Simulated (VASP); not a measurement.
# Cs2LiScF6 (I4mm) in VASP: further runs

Cs2LiScF6 is run at these levels: PBEsol; tasks: single point.

All numbers are computed with VASP 6.6.1; they aren't measurements. Logs are shortened: lines on timing, memory, paths and dates and some standing lists are left out, and cuts for length are marked.

## Step 1: The cell of the first run

It takes space group I4mm (No. 107, tetragonal). The conventional cell has a = 6.076 Å, b = 6.076 Å, c = 8.593 Å, α = 90.00°, β = 90.00°, γ = 90.00°. Within 4.0 Å of Cs (site symmetry 2mm) lie 12 F at 3.02 to 3.06 Å and 4 Li at 3.70 to 3.74 Å and 4 Sc at 3.71 to 3.74 Å. Within 3.0 Å of Li (site symmetry 4mm) lie 6 F at 2.25 to 2.27 Å. Sc (site symmetry 4mm) has 6 F at 2.03 to 2.04 Å within 2.7 Å. Within 2.7 Å of F (site symmetry m) lie 1 Sc at 2.04 Å and 1 Li at 2.26 Å. F (site symmetry 4mm) has 1 Sc at 2.03 Å and 1 Li at 2.27 Å within 2.7 Å. F (site symmetry 4mm) has 1 Sc at 2.04 Å and 1 Li at 2.25 Å within 2.7 Å.

## Step 2: Single point, PBEsol (atoms displaced along a vibrational mode)

File INCAR:

```
SYSTEM = Cs2LiScF6
ALGO     = Normal         ! electronic algorithm
EDIFF    = 1E-7           ! SCF threshold, eV
ENCUT    = 520            ! plane-wave cutoff, eV
GGA      = PS             ! functional
ISIF     = 2              ! what is computed and relaxed
ISMEAR   = 0              ! smearing method
LASPH    = .True.         ! aspherical terms in the spheres
LCHARG   = .False.        ! write CHGCAR
LREAL    = .False.        ! projectors in reciprocal space
LWAVE    = .False.        ! write WAVECAR
NBANDS   = 48             ! bands
NELM     = 100            ! most SCF steps
PREC     = Accurate       ! precision mode
SIGMA    = 0.05           ! smearing width, eV
```

File KPOINTS:

```
k-points
0
Gamma
  6 6 6
  0 0 0
```

File POSCAR:

```
Cs2LiScF6
1.0
    0.0000000000      4.2963951983      4.2963951983
    4.2963951983      0.0000000000      4.2963951983
    4.2963951983      4.2963951983      0.0000000000
Cs Li Sc F
2 1 1 6
Direct
    0.7500261767      0.7499738233      0.7500261767
    0.2500261767      0.2499738233      0.2500261767
    0.5032272315      0.4967727685      0.5032272315
    0.0031563511     -0.0031563511      0.0031563511
    0.7596891080      0.2403108920      0.2333282942
    0.2333282942      0.2403108920      0.7596891080
    0.2333282942      0.7666717058      0.7596891080
    0.2392951896      0.7607048104      0.2392951896
    0.7656560034      0.2343439966      0.7656560034
    0.7596891080      0.7666717058      0.2333282942
```

Potentials or basis: VASP PAW PBE potentials, release 64 (Cs_sv, Li_sv, Sc_sv, F).

Started as:

```bash
$ cat potpaw_PBE.64/Cs_sv/POTCAR potpaw_PBE.64/Li_sv/POTCAR potpaw_PBE.64/Sc_sv/POTCAR potpaw_PBE.64/F/POTCAR > POTCAR
$ mpirun -np 1 vasp_std > vasp.out
```

OUTCAR:

```text
SYSTEM = Cs2LiScF6
   EDIFF = 1E-7
   ENCUT = 520
   GGA = PS
   ISIF = 2
   ISMEAR = 0
   LASPH = .True.
   LREAL = .False.
   NELM = 100
   PREC = Accurate

 ion  position               nearest neighbor table
   1  0.750  0.750  0.750-
   2  0.250  0.250  0.250-
   3  0.503  0.497  0.503-
   4  0.003  0.997  0.003-   8 2.03   6 2.04   7 2.04   5 2.04  10 2.04   9 2.04
   5  0.760  0.240  0.233-   4 2.04
   6  0.233  0.240  0.760-   4 2.04
   7  0.233  0.767  0.760-   4 2.04
   8  0.239  0.761  0.239-   4 2.03
   9  0.766  0.234  0.766-   4 2.04
  10  0.760  0.767  0.233-   4 2.04

  LATTYP: Found a face centered cubic cell.
 ALAT       =     8.5927903966

  Lattice vectors:

 A1 = (   0.0000000000,   4.2963951983,   4.2963951983)
 A2 = (   4.2963951983,   0.0000000000,   4.2963951983)
 A3 = (   4.2963951983,   4.2963951983,   0.0000000000)

Analysis of symmetry for initial positions (statically):
=====================================================================
 Subroutine PRICEL returns:
 Original cell was already a primitive cell.

 Routine SETGRP: Setting up the symmetry group for a
 face centered cubic supercell.

 Subroutine GETGRP returns: Found  8 space group operations
 (whereof  8 operations were pure point group operations)
 out of a pool of 48 trial point group operations.

The static configuration has the point symmetry C_4v.

Analysis of symmetry for dynamics (positions and initial velocities):
=====================================================================
 Subroutine PRICEL returns:
 Original cell was already a primitive cell.

 Routine SETGRP: Setting up the symmetry group for a
 face centered cubic supercell.

 Subroutine GETGRP returns: Found  8 space group operations
 (whereof  8 operations were pure point group operations)
 out of a pool of 48 trial point group operations.

The dynamic configuration has the point symmetry C_4v.

 Subroutine INISYM returns: Found  8 space group operations
 (whereof  8 operations are pure point group operations),
 and found     1 'primitive' translations

----------------------------------------------------------------------------------------

                                     Primitive cell

  volume of cell :     158.6144

  direct lattice vectors                    reciprocal lattice vectors
     0.000000000  4.296395198  4.296395198    -0.116376631  0.116376631  0.116376631
     4.296395198  0.000000000  4.296395198     0.116376631 -0.116376631  0.116376631
     4.296395198  4.296395198  0.000000000     0.116376631  0.116376631 -0.116376631

  length of vectors
     6.076020359  6.076020359  6.076020359     0.201570238  0.201570238  0.201570238

  position of ions in fractional coordinates (direct lattice)
     0.750026177  0.749973823  0.750026177
     0.250026177  0.249973823  0.250026177
     0.503227231  0.496772769  0.503227231
     0.003156351  0.996843649  0.003156351
     0.759689108  0.240310892  0.233328294
     0.233328294  0.240310892  0.759689108
     0.233328294  0.766671706  0.759689108
     0.239295190  0.760704810  0.239295190
     0.765656003  0.234343997  0.765656003
     0.759689108  0.766671706  0.233328294

  ion indices of the primitive-cell ions
   primitive index   ion index
                 1           1
                 2           2
                 3           3
                 4           4
                 5           5
                 6           6
                 7           7
                 8           8
                 9           9
                10          10

----------------------------------------------------------------------------------------

 KPOINTS: k-points

Automatic generation of k-mesh.
 Grid dimensions read from file:
 generate k-points for:    6    6    6

 Generating k-lattice:

  Cartesian coordinates                     Fractional coordinates (reciprocal lattice)
    -0.019396105  0.019396105  0.019396105     0.166666667  0.000000000  0.000000000
     0.019396105 -0.019396105  0.019396105     0.000000000  0.166666667  0.000000000
     0.019396105  0.019396105 -0.019396105     0.000000000  0.000000000  0.166666667

  Length of vectors
     0.033595040  0.033595040  0.033595040

  Shift w.r.t. Gamma in fractional coordinates (k-lattice)
     0.000000000  0.000000000  0.000000000

 Subroutine IBZKPT returns following result:
 ===========================================

 Found     30 irreducible k-points:

 Following reciprocal coordinates:
            Coordinates               Weight
  0.000000  0.000000  0.000000      1.000000
  0.166667  0.000000  0.000000      8.000000
  0.333333  0.000000  0.000000      8.000000
  0.500000  0.000000  0.000000      4.000000
  0.166667  0.166667  0.000000      4.000000
  0.166667  0.000000  0.166667      2.000000
[... 16 lines left out ...]
  0.500000  0.333333  0.166667      8.000000
  0.166667  0.500000  0.333333      8.000000
 [... further k-points ...]
[... 47 lines left out ...]
   LEPSILON=     F    determine dielectric tensor
   LRPA    =     F    only Hartree local field effects (RPA)
 non-spin polarized calculation
 Gauss-broadening in eV      SIGMA  =   0.05
  energy-cutoff  :      520.00
  volume of cell :      158.61
 maximum number of plane-waves:      4314
 NGX is ok and might be reduce to    48
   NGX = 23   NGY = 23   NGZ = 23

 number of electron      74.0000002 magnetization

 Free energy of the ion-electron system (eV)
  ---------------------------------------------------
  ext. energy  EPLUGINS =         0.00000000
  ---------------------------------------------------
  free energy    TOTEN  =       -55.32013132 eV

  energy without entropy =      -55.32013132  energy(sigma->0) =      -55.32013132

 E-fermi :  -1.3277     XC(G=0):  -9.7333

 val. band max:       -1.6200402302   @ k =   0.1667   0.0000  -0.1667
 cond. band min:       5.1252661330   @ k =   0.0000   0.0000   0.0000
 fundamental gap:      6.7453063632
 Fermi energy:        -1.3276622792

 k-point     1 :       0.0000    0.0000    0.0000
  band No.  band energies     occupation
      1     -47.3520      2.00000
      2     -43.0456      2.00000
      3     -26.3332      2.00000
      4     -26.3311      2.00000
      5     -26.3311      2.00000
      6     -21.2711      2.00000
[... 40 lines left out ...]
     47       7.7769      0.00000
     48       7.7979      0.00000

 k-point     2 :       0.1667    0.0000    0.0000
  band No.  band energies     occupation
      1     -47.3520      2.00000
      2     -43.0456      2.00000
      3     -26.3334      2.00000
      4     -26.3315      2.00000
      5     -26.3310      2.00000
      6     -21.2397      2.00000
[... 40 lines left out ...]
     47       8.0252      0.00000
     48       8.0327      0.00000

 k-point     3 :       0.3333    0.0000    0.0000
  band No.  band energies     occupation
      1     -47.3520      2.00000
      2     -43.0456      2.00000
      3     -26.3344      2.00000
      4     -26.3318      2.00000
      5     -26.3308      2.00000
      6     -21.1676      2.00000
[... 40 lines left out ...]
     47       8.6125      0.00000
     48       8.6166      0.00000

 k-point     4 :       0.5000    0.0000    0.0000
  band No.  band energies     occupation
      1     -47.3520      2.00000
      2     -43.0456      2.00000
      3     -26.3351      2.00000
      4     -26.3318      2.00000
      5     -26.3308      2.00000
      6     -21.1244      2.00000
[... 958 lines left out ...]
     47       9.8018      0.00000
     48       9.8018      0.00000

 k-point    23 :       0.5000    0.3333    0.1667
  band No.  band energies     occupation
      1     -47.3520      2.00000
      2     -43.0456      2.00000
      3     -26.3341      2.00000
      4     -26.3319      2.00000
      5     -26.3318      2.00000
      6     -21.1178      2.00000
[... 40 lines left out ...]
     47       9.0646      0.00000
     48       9.2236      0.00000

 k-point    24 :       0.1667    0.5000    0.3333
  band No.  band energies     occupation
      1     -47.3520      2.00000
      2     -43.0456      2.00000
      3     -26.3339      2.00000
      4     -26.3328      2.00000
      5     -26.3311      2.00000
      6     -21.1174      2.00000
[... 40 lines left out ...]
     47       9.0651      0.00000
     48       9.2232      0.00000

 [... further k-points ...]

------------------------ aborting loop because EDIFF is reached ----------------------------------------

  FORCE on cell =-STRESS in cart. coord.  units (eV):
  Direction    XX          YY          ZZ          XY          YZ          ZX
  --------------------------------------------------------------------------------------
  -------------------------------------------------------------------------------------
  Total        0.1239308      0.1262431      0.1239308      0.0000000      0.0000000      0.0000000
  in kB        1.2518350      1.2751918      1.2518350      0.0000000      0.0000000      0.0000000
  external PRESSURE =       1.2596206 kB  Pullay stress =       0.0000000 kB

 VOLUME and BASIS-vectors are now :
 -----------------------------------------------------------------------------
  energy-cutoff  :      520.00
  volume of cell :      158.61
      direct lattice vectors                 reciprocal lattice vectors
     0.000000000  4.296395198  4.296395198    -0.116376631  0.116376631  0.116376631
     4.296395198  0.000000000  4.296395198     0.116376631 -0.116376631  0.116376631
     4.296395198  4.296395198  0.000000000     0.116376631  0.116376631 -0.116376631

 POSITION                                       TOTAL-FORCE (eV/Angst)
 -----------------------------------------------------------------------------------
      6.44459      6.44482      6.44459         0.000000     -0.008319      0.000000
      2.14820      2.14842      2.14820         0.000000     -0.008319      0.000000
      4.29640      4.32413      4.29640         0.000000     -0.043076      0.000000
      4.29640      0.02712      4.29640         0.000000     -0.265215      0.000000
      2.03494      4.26640      4.29640         0.074251      0.124414      0.000000
      4.29640      4.26640      2.03494         0.000000      0.124414      0.074251
      6.55785      4.26640      4.29640        -0.074251      0.124414      0.000000
      4.29640      2.05621      4.29640         0.000000     -0.003446      0.000000
      4.29640      6.57912      4.29640         0.000000     -0.169280      0.000000
      4.29640      4.26640      6.55785         0.000000      0.124414     -0.074251
 -----------------------------------------------------------------------------------
    total drift:                                0.000000      0.000498      0.000001

  FREE ENERGIE OF THE ION-ELECTRON SYSTEM (eV)
  ---------------------------------------------------
  free  energy   TOTEN  =       -55.3201313175 eV

  energy  without entropy=      -55.3201313175  energy(sigma->0) =      -55.32013132
```

Wall time 4.4 min (1 thread of Intel Xeon Platinum 8559C (Emerald Rapids), shared host); peak memory 0.43 GiB.

What came out:

```yaml
Free_energy: -55.3201 eV
Largest_force: 0.265 eV/Å
Band_gap_on_the_k_mesh: 6.75 eV (least direct gap 6.76 eV)
```

Forces on the atoms (eV/Å):
```
Cs   0.000 -0.008  0.000
Cs   0.000 -0.008  0.000
Li   0.000 -0.043  0.000
Sc   0.000 -0.265  0.000
F    0.074  0.124  0.000
F    0.000  0.124  0.074
F   -0.074  0.124  0.000
F    0.000 -0.003  0.000
F    0.000 -0.169  0.000
F    0.000  0.124 -0.074
```

Caveat: the cell differs from its parent crystal (atoms displaced along a vibrational mode); the cutoff is under 1.25 times the usual one of these potentials, so pressure, stress and relaxed cells hold a basis-set (Pulay) error; the PAW data sets were made with another functional, which shifts forces and pressure a little; spin-orbit coupling is left out, which moves the levels of the heavy elements.

## Step 3: Single point, PBEsol (atoms displaced along a vibrational mode)

File INCAR:

```
SYSTEM = Cs2LiScF6
PREC = Accurate ; ENCUT = 520
EDIFF = 1E-7 ; ISMEAR = 0
SIGMA = 0.05 ; LREAL = .False.
LASPH = .True. ; NELM = 100
ALGO = Normal ; ISIF = 2
LWAVE = .False. ; LCHARG = .False.
GGA = PS ; NBANDS = 48
```

File KPOINTS:

```
Automatic mesh
0
Gamma
  6 6 6
  0 0 0
```

File POSCAR:

```
Cs2LiScF6
1.0
    0.0000000000      4.2963951983      4.2963951983
    4.2963951983      0.0000000000      4.2963951983
    4.2963951983      4.2963951983      0.0000000000
Cs Li Sc F
2 1 1 6
Direct
    0.7500392650      0.7499607350      0.7500392650
    0.2500392650      0.2499607350      0.2500392650
    0.5048408472      0.4951591528      0.5048408472
    0.0047345267     -0.0047345267      0.0047345267
    0.7579434585      0.2420565415      0.2315826447
    0.2315826447      0.2420565415      0.7579434585
    0.2315826447      0.7684173553      0.7579434585
    0.2405329879      0.7594670121      0.2405329879
    0.7668938017      0.2331061983      0.7668938017
    0.7579434585      0.7684173553      0.2315826447
```

Potentials or basis: VASP PAW PBE potentials, release 64 (Cs_sv, Li_sv, Sc_sv, F).

Started as:

```bash
$ cat potpaw_PBE.64/Cs_sv/POTCAR potpaw_PBE.64/Li_sv/POTCAR potpaw_PBE.64/Sc_sv/POTCAR potpaw_PBE.64/F/POTCAR > POTCAR
$ mpirun -np 1 vasp_std > vasp.out
```

Run time: 4.9 min. Hardware: 1 thread of Intel Xeon Platinum 8259CL at 2.50GHz (Skylake/Cascade Lake), shared host; peak memory 0.44 GiB.

The run converged. Its results:

```
Free energy            : -55.3032 eV
Largest force          : 0.400 eV/Å
Band gap on the k mesh : 6.72 eV (least direct gap 6.73 eV)
```

Forces on the atoms (eV/Å):
```
Cs   0.000 -0.013  0.000
Cs   0.000 -0.013  0.000
Li   0.000 -0.065  0.000
Sc   0.000 -0.400  0.000
F    0.066  0.187  0.000
F    0.000  0.187  0.066
F   -0.066  0.187  0.000
F    0.000 -0.043  0.000
F    0.000 -0.216  0.000
F    0.000  0.187 -0.066
```

Levels at points of the mesh, in eV from the valence-band top:
| k point | band 35 | band 36 | band 37 | band 38 | band 39 | band 40 |
| --- | --- | --- | --- | --- | --- | --- |
| (0.00, 0.00, 0.00) | -0.04 | -0.01 | -0.01 | 6.72 | 6.73 | 6.73 |
| (0.50, 0.00, 0.00) | -0.17 | -0.12 | -0.08 | 6.79 | 6.80 | 6.83 |
| (0.50, 0.50, 0.00) | -0.19 | -0.18 | -0.12 | 6.80 | 6.89 | 6.90 |
| (0.50, 0.00, 0.50) | -0.14 | -0.14 | -0.14 | 6.79 | 6.90 | 6.90 |

Caveat: the cell differs from its parent crystal (atoms displaced along a vibrational mode); the cutoff is under 1.25 times the usual one of these potentials, so pressure, stress and relaxed cells hold a basis-set (Pulay) error; the PAW data sets were made with another functional, which shifts forces and pressure a little; spin-orbit coupling is left out, which moves the levels of the heavy elements. A k mesh can miss the band edges.

## Step 4: Single point, PBEsol (atoms displaced along a vibrational mode)

File INCAR:

```
SYSTEM = Cs2LiScF6
PREC = Accurate
ENCUT = 520
EDIFF = 1E-6
ISMEAR = 0
SIGMA = 0.05
LREAL = .FALSE.
LASPH = .TRUE.
NELM = 100
ALGO = Normal
ISIF = 2
LWAVE = .FALSE.
LCHARG = .TRUE.
GGA = PS
LELF = .TRUE.
LVHAR = .TRUE.
NBANDS = 48
```

File KPOINTS:

```
regular mesh
0
G
  6 6 6
  0 0 0
```

File POSCAR:

```
Cs2LiScF6
1.0
    0.0000000000      4.2963951983      4.2963951983
    4.2963951983      0.0000000000      4.2963951983
    4.2963951983      4.2963951983      0.0000000000
Cs Li Sc F
2 1 1 6
Direct
    0.7500130883      0.7499869117      0.7500130883
    0.2500130883      0.2499869117      0.2500130883
    0.5016136157      0.4983863843      0.5016136157
    0.0015781756     -0.0015781756      0.0015781756
    0.7614347574      0.2385652426      0.2350739436
    0.2350739436      0.2385652426      0.7614347574
    0.2350739436      0.7649260564      0.7614347574
    0.2380573914      0.7619426086      0.2380573914
    0.7644182052      0.2355817948      0.7644182052
    0.7614347574      0.7649260564      0.2350739436
```

Started as:

```bash
$ cat potpaw_PBE.64/Cs_sv/POTCAR potpaw_PBE.64/Li_sv/POTCAR potpaw_PBE.64/Sc_sv/POTCAR potpaw_PBE.64/F/POTCAR > POTCAR
$ mpirun -np 1 vasp_std > vasp.out
```

It took 4.5 min on 1 thread of Intel Xeon Platinum 8259CL at 2.50GHz (Skylake/Cascade Lake), shared host; peak memory 0.44 GiB.

The run converged. Its results:

| Item | Value |
| --- | --- |
| Free energy | -55.3303 eV |
| Largest force | 0.133 eV/Å |
| Band gap on the k mesh | 6.76 eV (least direct gap 6.77 eV) |

Forces on the atoms (eV/Å):
```
Cs   0.000 -0.004  0.000
Cs   0.000 -0.004  0.000
Li   0.000 -0.021  0.000
Sc   0.000 -0.133  0.000
F    0.079  0.062  0.000
F    0.000  0.062  0.079
F   -0.079  0.062  0.000
F    0.000  0.037  0.000
F    0.000 -0.124  0.000
F    0.000  0.062 -0.079
```

Levels at points of the mesh, in eV from the valence-band top:
```
           k point  band 34  band 35  band 36  band 37  band 38  band 39  band 40  band 41
(0.00, 0.00, 0.00)    -0.10    -0.02    -0.01    -0.01     6.76     6.76     6.76     7.79
(0.50, 0.00, 0.00)    -0.16    -0.16    -0.10    -0.09     6.83     6.83     6.87     8.82
(0.50, 0.50, 0.00)    -0.32    -0.16    -0.16    -0.12     6.83     6.94     6.94     8.34
(0.50, 0.00, 0.50)    -0.33    -0.16    -0.16    -0.12     6.83     6.94     6.94     8.34
```

Caveat: the cell differs from its parent crystal (atoms displaced along a vibrational mode); the cutoff is under 1.25 times the usual one of these potentials, so pressure, stress and relaxed cells hold a basis-set (Pulay) error; the PAW data sets were made with another functional, which shifts forces and pressure a little; spin-orbit coupling is left out, which moves the levels of the heavy elements.

## Step 5: Summary

| cell | gap on the mesh (eV) | largest force (eV/Å) |
| --- | --- | --- |
| as given, atomic positions A | 6.75 | 0.27 |
| as given, atomic positions B | 6.72 | 0.40 |
| as given, atomic positions C | 6.76 | 0.13 |

Alike in all rows: task single point; level PBEsol; potentials or basis VASP PAW PBE potentials, release 64 (Cs_sv, Li_sv, Sc_sv, F); no spin polarisation; k mesh 6 × 6 × 6; cutoff (eV) 520; smearing gaussian 0.05 eV.

Caveats: the cutoff is under 1.25 times the usual one of these potentials, so pressure, stress and relaxed cells hold a basis-set (Pulay) error; the PAW data sets were made with another functional, which shifts forces and pressure a little; spin-orbit coupling is left out, which moves the levels of the heavy elements.

Absolute energies hang on the potentials; compare differences alone.
